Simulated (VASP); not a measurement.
# VMo2S6 (P-3m1) in VASP: single point with PBE

Aim: the single point of VMo2S6 with PBE.

Everything below comes from runs of VASP 6.6.1. Logs are shortened: lines on timing, memory, paths and dates and some standing lists are left out, and cuts for length are marked.

## 1. The cell of the first run

Symmetry: P-3m1, No. 164, trigonal system. The conventional cell has a = 3.190 Å, b = 3.190 Å, c = 20.505 Å, α = 90.00°, β = 90.00°, γ = 120.00°. Within 3.2 Å of V (site symmetry -3m) lie 6 S at 2.35 Å and 6 V at 3.19 Å. Within 3.2 Å of Mo (site symmetry 3m) lie 6 S at 2.43 Å and 6 Mo at 3.19 Å. S (site symmetry 3m) has 3 V at 2.35 Å and 6 S at 3.19 Å within 3.2 Å. S (site symmetry 3m) has 3 Mo at 2.43 Å and 6 S at 3.19 Å within 3.2 Å. Within 3.2 Å of S (site symmetry 3m) lie 3 Mo at 2.43 Å and 6 S at 3.19 Å.

## 2. Single point, PBE

POSCAR

```
VMo2S6
1.0
    3.1896438074      0.0000000000      0.0000000000
   -1.5948219037      2.7623125662      0.0000000000
    0.0000000000      0.0000000000     20.5045697026
V Mo S
1 2 6
Direct
    0.0000000000      0.0000000000      0.0000000000
    0.0000000000      0.0000000000      0.6675710820
    0.0000000000      0.0000000000      0.3324289180
    0.6666666667      0.3333333333      0.9286001090
    0.6666666667      0.3333333333      0.2551386290
    0.6666666667      0.3333333333      0.5902157876
    0.3333333333      0.6666666667      0.7448613710
    0.3333333333      0.6666666667      0.0713998910
    0.3333333333      0.6666666667      0.4097842124
```

INCAR.step1

```
ALGO = Normal ; EDIFF = 1E-6
ENCUT = 520 ; GGA = PE
ISIF = 2 ; ISMEAR = 0
LASPH = True ; LCHARG = True
LMAXMIX = 4 ; LREAL = False
LWAVE = False ; NBANDS = 48
NELM = 100 ; PREC = Accurate
SIGMA = 0.1
```

KPOINTS.step1

```
k-points
0
Gamma
  12 12 2
```

INCAR.step2

```
ALGO = Normal ; EDIFF = 1E-6
ENCUT = 520 ; GGA = PE
ICHARG = 11 ; ISIF = 2
ISMEAR = -5 ; LASPH = True
LCHARG = False ; LMAXMIX = 4
LORBIT = 11 ; LREAL = False
LWAVE = False ; NEDOS = 1001
NELM = 100 ; PREC = Accurate
SIGMA = 0.1
```

KPOINTS.step2

```
k-points
0
Gamma
  18 18 3
```

Potentials or basis: VASP PAW PBE potentials, release 64 (V_sv, Mo_sv, S).

Started as:

```bash
cat potpaw_PBE.64/V_sv/POTCAR potpaw_PBE.64/Mo_sv/POTCAR potpaw_PBE.64/S/POTCAR > POTCAR
cp INCAR.step1 INCAR
cp KPOINTS.step1 KPOINTS
mpirun -np 1 vasp_std > vasp.out
cp INCAR.step2 INCAR
cp KPOINTS.step2 KPOINTS
mpirun -np 1 vasp_std > vasp.out
```

OUTCAR:

```text
EDIFF = 1E-6
   ENCUT = 520
   GGA = PE
   ICHARG = 11
   ISIF = 2
   ISMEAR = -5
   LASPH = True
   LORBIT = 11
   LREAL = False
   NELM = 100
   PREC = Accurate

 ion  position               nearest neighbor table
   1  0.000  0.000  0.000-   4 2.35   8 2.35   8 2.35   4 2.35   4 2.35   8 2.35
   2  0.000  0.000  0.668-   7 2.43   7 2.43   7 2.43   6 2.43   6 2.43   6 2.43
   3  0.000  0.000  0.332-   5 2.43   5 2.43   5 2.43   9 2.43   9 2.43   9 2.43
   4  0.667  0.333  0.929-   1 2.35   1 2.35   1 2.35
   5  0.667  0.333  0.255-   3 2.43   3 2.43   3 2.43
   6  0.667  0.333  0.590-   2 2.43   2 2.43   2 2.43
   7  0.333  0.667  0.745-   2 2.43   2 2.43   2 2.43
   8  0.333  0.667  0.071-   1 2.35   1 2.35   1 2.35
   9  0.333  0.667  0.410-   3 2.43   3 2.43   3 2.43

  LATTYP: Found a hexagonal cell.
 ALAT       =     3.1896438074
 C/A-ratio  =     6.4284825958

  Lattice vectors:

 A1 = (   3.1896438074,   0.0000000000,   0.0000000000)
 A2 = (  -1.5948219037,   2.7623125662,   0.0000000000)
 A3 = (   0.0000000000,   0.0000000000,  20.5045697026)

Analysis of symmetry for initial positions (statically):
=====================================================================
 Subroutine PRICEL returns:
 Original cell was already a primitive cell.

 Routine SETGRP: Setting up the symmetry group for a
 hexagonal supercell.

 Subroutine GETGRP returns: Found 12 space group operations
 (whereof 12 operations were pure point group operations)
 out of a pool of 24 trial point group operations.

The static configuration has the point symmetry D_3d.

Analysis of symmetry for dynamics (positions and initial velocities):
=====================================================================
 Subroutine PRICEL returns:
 Original cell was already a primitive cell.

 Routine SETGRP: Setting up the symmetry group for a
 hexagonal supercell.

 Subroutine GETGRP returns: Found 12 space group operations
 (whereof 12 operations were pure point group operations)
 out of a pool of 24 trial point group operations.

The dynamic configuration has the point symmetry D_3d.

 Subroutine INISYM returns: Found 12 space group operations
 (whereof 12 operations are pure point group operations),
 and found     1 'primitive' translations

----------------------------------------------------------------------------------------

                                     Primitive cell

  volume of cell :     180.6615

  direct lattice vectors                    reciprocal lattice vectors
     3.189643807  0.000000000  0.000000000     0.313514631  0.181007756  0.000000000
    -1.594821904  2.762312566  0.000000000     0.000000000  0.362015513  0.000000000
     0.000000000  0.000000000 20.504569703     0.000000000  0.000000000  0.048769616

  length of vectors
     3.189643807  3.189643807 20.504569703     0.362015513  0.362015513  0.048769616

  position of ions in fractional coordinates (direct lattice)
     0.000000000  0.000000000  0.000000000
     0.000000000  0.000000000  0.667571082
     0.000000000  0.000000000  0.332428918
     0.666666667  0.333333333  0.928600109
     0.666666667  0.333333333  0.255138629
     0.666666667  0.333333333  0.590215788
     0.333333333  0.666666667  0.744861371
     0.333333333  0.666666667  0.071399891
     0.333333333  0.666666667  0.409784212

  ion indices of the primitive-cell ions
   primitive index   ion index
                 1           1
                 2           2
                 3           3
                 4           4
                 5           5
                 6           6
                 7           7
                 8           8
                 9           9

----------------------------------------------------------------------------------------

 KPOINTS: k-points

Automatic generation of k-mesh.
 Grid dimensions read from file:
 generate k-points for:   18   18    3

 Generating k-lattice:

  Cartesian coordinates                     Fractional coordinates (reciprocal lattice)
     0.017417479  0.010055986  0.000000000     0.055555556 -0.000000000  0.000000000
     0.000000000  0.020111973  0.000000000     0.000000000  0.055555556  0.000000000
     0.000000000  0.000000000  0.016256539     0.000000000  0.000000000  0.333333333

  Length of vectors
     0.020111973  0.020111973  0.016256539

  Shift w.r.t. Gamma in fractional coordinates (k-lattice)
     0.000000000  0.000000000  0.000000000

 TETIRR: Found   1374 inequivalent tetrahedra from     5832

 Subroutine IBZKPT returns following result:
 ===========================================

 Found    101 irreducible k-points:

 Following reciprocal coordinates:
            Coordinates               Weight
  0.000000  0.000000  0.000000      1.000000
  0.055556 -0.000000  0.000000      6.000000
  0.111111 -0.000000  0.000000      6.000000
  0.166667  0.000000  0.000000      6.000000
  0.222222  0.000000  0.000000      6.000000
  0.277778  0.000000  0.000000      6.000000
[... 16 lines left out ...]
  0.333333  0.111111  0.000000     12.000000
  0.388889  0.111111  0.000000     12.000000
 [... further k-points ...]
   k-points           NKPTS =    101   k-points in BZ     NKDIM =    101   number of bands    NBANDS=     46
   number of dos      NEDOS =   1001   number of ions     NIONS =      9
   total plane-waves  NPLWV =  92160
   dimension x,y,z NGX =    24 NGY =   24 NGZ =  160
   dimension x,y,z NGXF=    48 NGYF=   48 NGZF=  320
   ions per type =               1   2   6
   NGX,Y,Z   is equivalent  to a cutoff of  12.51, 12.51, 12.97 a.u.
   NGXF,Y,Z  is equivalent  to a cutoff of  25.02, 25.02, 25.94 a.u.
 SYSTEM =  unknown system
   PREC   = accura    normal or accurate (medium, high low for compatibility)
   ISTART =      0    job   : 0-new  1-cont  2-samecut
   ICHARG =     11    charge: 1-file 2-atom 10-const
   ISPIN  =      1    spin polarized calculation?
   LNONCOLLINEAR =      F non collinear calculations
   LSORBIT =      F    spin-orbit coupling
   LASPH  =      T    aspherical Exc in radial PAW
   ENCUT  =  520.0 eV  38.22 Ry    6.18 a.u.   5.93  5.93 38.12*2*pi/ulx,y,z
   NELM   =    100;   NELMIN=  2; NELMDL=  0     # of ELM steps
   EDIFF  = 0.1E-05   stopping-criterion for ELM
   LREAL  =      F    real-space projection
   EDIFFG = 0.1E-04   stopping-criterion for IOM
   NSW    =      0    number of steps for IOM
   IBRION =     -1    ionic relax: 0-MD 1-quasi-New 2-CG
   NFREE  =      0    steps in history (QN), initial steepest desc. (CG)
   ISIF   =      2    stress and relaxation
   ISYM   =      2    0-nonsym 1-usesym 2-fastsym
   POTIM  = 0.5000    time-step for ionic-motion
   TEBEG  =    0.0;   TEEND  =   0.0 temperature during run
   PSTRESS=    0.0 pullay stress
   NELECT =      77.0000    total number of electrons
   NUPDOWN=      -1.0000    fix difference up-down
   EMIN   =  10.00;   EMAX   =-10.00  energy-range for DOS
   EFERMI =   0.00;   METHOD = LEGACY
   ISMEAR =    -5;   SIGMA  =   0.10  broadening in eV -4-tet -1-fermi 0-gaus
   EFERMI_NEDOS =   21; number of points for ismear=-14 and -15
   IALGO  =     38    algorithm
   IMIX   =      4    mixing-type and parameters
     AMIX     =   0.40;   BMIX     =  1.00
     AMIX_MAG =   1.60;   BMIX_MAG =  1.00
  volume/ion in A,a.u.               =      20.07       135.46
  Fermi-wavevector in a.u.,A,eV,Ry     =   1.232016  2.328174 20.651802  1.517865
  Thomas-Fermi vector in A             =   2.366803
   LORBIT       =     11    0 simple, 1 ext, 2 COOP (PROOUT), +10 PAW based schemes
   GGA     = PE    functional components
   LHFCALC =     F    Hartree Fock is set to
   AEXX    =    0.0000 exact exchange contribution
   IVDW    =     0    specifies the selected vdW correction
   LEPSILON=     F    determine dielectric tensor
   LRPA    =     F    only Hartree local field effects (RPA)
 non-spin polarized calculation
 Fermi weights with tetrahedron method with Bloechl corrections
  energy-cutoff  :      520.00
  volume of cell :      180.66
 maximum number of plane-waves:      4906

 number of electron      77.0000010 magnetization

 Free energy of the ion-electron system (eV)
  ---------------------------------------------------
  ext. energy  EPLUGINS =         0.00000000
  ---------------------------------------------------
  free energy    TOTEN  =       -61.87597083 eV

  energy without entropy =      -61.87597083  energy(sigma->0) =      -61.87597083

 E-fermi :   5.7633     XC(G=0):  -9.8750

 val. band max:        5.7614441962   @ k =   0.1111  -0.0000   0.3333
 cond. band min:       5.7478236272   @ k =   0.0556  -0.0000   0.3333
 fundamental gap:     -0.0136205689
 Fermi energy:         5.7632699426

 k-point     1 :       0.0000    0.0000    0.0000
  band No.  band energies     occupation
      1     -59.0435      2.00000
      2     -56.0446      2.00000
      3     -56.0445      2.00000
      4     -32.8698      2.00000
      5     -32.8698      2.00000
      6     -32.7947      2.00000
[... 38 lines left out ...]
     45       6.1689      0.00000
     46       8.9501      0.00000
[... 1086 lines left out ...]
      6     -32.7679      2.00000
[... 38 lines left out ...]
     45       7.4215      0.00000
     46       8.5184      0.00000

 [... further k-points ...]

------------------------ aborting loop because EDIFF is reached ----------------------------------------

  FORCE on cell =-STRESS in cart. coord.  units (eV):
  Direction    XX          YY          ZZ          XY          YZ          ZX
  --------------------------------------------------------------------------------------
  -------------------------------------------------------------------------------------
  Total        0.4102823      0.4102823     -0.0373146      0.0000000     -0.0000000      0.0000000
  in kB        3.6385443      3.6385443     -0.3309202      0.0000000     -0.0000000      0.0000000
  external PRESSURE =       2.3153895 kB  Pullay stress =       0.0000000 kB

 VOLUME and BASIS-vectors are now :
 -----------------------------------------------------------------------------
  energy-cutoff  :      520.00
  volume of cell :      180.66
      direct lattice vectors                 reciprocal lattice vectors
     3.189643807  0.000000000  0.000000000     0.313514631  0.181007756  0.000000000
    -1.594821904  2.762312566  0.000000000     0.000000000  0.362015513  0.000000000
     0.000000000  0.000000000 20.504569703     0.000000000  0.000000000  0.048769616

 POSITION                                       TOTAL-FORCE (eV/Angst)
 -----------------------------------------------------------------------------------
      0.00000      0.00000      0.00000         0.000000      0.000000      0.000000
      0.00000      0.00000     13.68826         0.000000      0.000000     -0.006711
      0.00000      0.00000      6.81631         0.000000     -0.000000      0.006711
      1.59482      0.92077     19.04055        -0.000000      0.000000      0.010976
      1.59482      0.92077      5.23151        -0.000000     -0.000000      0.011534
      1.59482      0.92077     12.10212         0.000000      0.000000      0.026833
     -0.00000      1.84154     15.27306         0.000000      0.000000     -0.011534
     -0.00000      1.84154      1.46402        -0.000000     -0.000000     -0.010976
     -0.00000      1.84154      8.40245         0.000000      0.000000     -0.026833
 -----------------------------------------------------------------------------------
    total drift:                                0.000000     -0.000000      0.000000

  FREE ENERGIE OF THE ION-ELECTRON SYSTEM (eV)
  ---------------------------------------------------
  free  energy   TOTEN  =       -61.8759708252 eV

  energy  without entropy=      -61.8759708252  energy(sigma->0) =      -61.87597083

 total charge

# of ion       s       p       d       tot
------------------------------------------
    1        2.256   6.254   3.051  11.561
    2        2.288   6.210   3.869  12.367
    3        2.288   6.210   3.869  12.367
    4        1.366   2.336   0.000   3.701
    5        1.367   2.314   0.000   3.682
    6        1.366   2.317   0.000   3.683
    7        1.367   2.314   0.000   3.682
    8        1.366   2.336   0.000   3.701
    9        1.366   2.317   0.000   3.683
--------------------------------------------------
tot         15.029  32.609  10.788  58.427
```

Wall time 8.3 min (1 thread of Intel Xeon 6975P-C (Granite Rapids), shared host); peak memory 0.76 GiB.

Results:

* Valence electrons inside the program's atomic spheres: V 11.56; Mo 12.37; S 3.70, 3.68 (each value once)

Caveat: this functional lacks dispersion, which binds layers or chains, so the pressure and a relaxed spacing across them are unreliable; the run has no spin polarisation, though such a crystal can be magnetic.
